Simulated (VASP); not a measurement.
Here is a VASP 6.6.1 calculation.

File POSCAR:

```
ZrSe2
1.0
    3.7881123217      0.0000000000      0.0000000000
   -1.8940561609      3.2806015030      0.0000000000
    0.0000000000      0.0000000000      6.1800626954
Zr Se
1 2
Direct
    0.0000000000      0.0000000000      0.0000000000
    0.3333333333      0.6666666667      0.2538098229
    0.6666666667      0.3333333333      0.7461901771
```

File INCAR.step1:

```
PREC = Accurate
ENCUT = 400
EDIFF = 1E-5
ISMEAR = 0
SIGMA = 0.01
LREAL = F
LASPH = T
NELM = 120
ALGO = Normal
ISIF = 2
LWAVE = T
LCHARG = F
NBANDS = 19
GGA = PE
GGA_COMPAT = F
```

File INCAR.step2:

```
PREC = Accurate
ENCUT = 400
EDIFF = 1E-6
ISMEAR = 0
SIGMA = 0.01
LREAL = F
LASPH = T
NELM = 120
ALGO = Normal
ISIF = 2
LWAVE = F
LCHARG = F
GGA = PE
LHFCALC = T
HFSCREEN = 0.2079
PRECFOCK = Normal
NBANDS = 19
ISTART = 1
GGA_COMPAT = F
```

The input KPOINTS:

```
regular mesh
0
Gamma
  6 6 2
```

Potentials or basis: VASP PAW PBE potentials, release 64 (Zr_sv, Se).

The run is started by

```bash
$ cat potpaw_PBE.64/Zr_sv/POTCAR potpaw_PBE.64/Se/POTCAR > POTCAR
$ cp INCAR.step1 INCAR
$ mpirun -np 1 vasp_std > vasp.out
$ cp INCAR.step2 INCAR
$ mpirun -np 1 vasp_std > vasp.out
```

(1) Estimate the band gap on the k mesh.

(2) What does it give for the largest force?

(3) Estimate the pressure.

Answers

(1) 0.97 eV (least direct gap 1.80 eV).

(2) 0.159 eV/Å.

(3) 0.2 GPa.

Caveat: the k points lie up to 0.51 Å⁻¹ apart; the PAW data sets were made with another functional, which shifts forces and pressure a little; this functional lacks dispersion, which binds layers or chains, so the pressure and a relaxed spacing across them are unreliable.
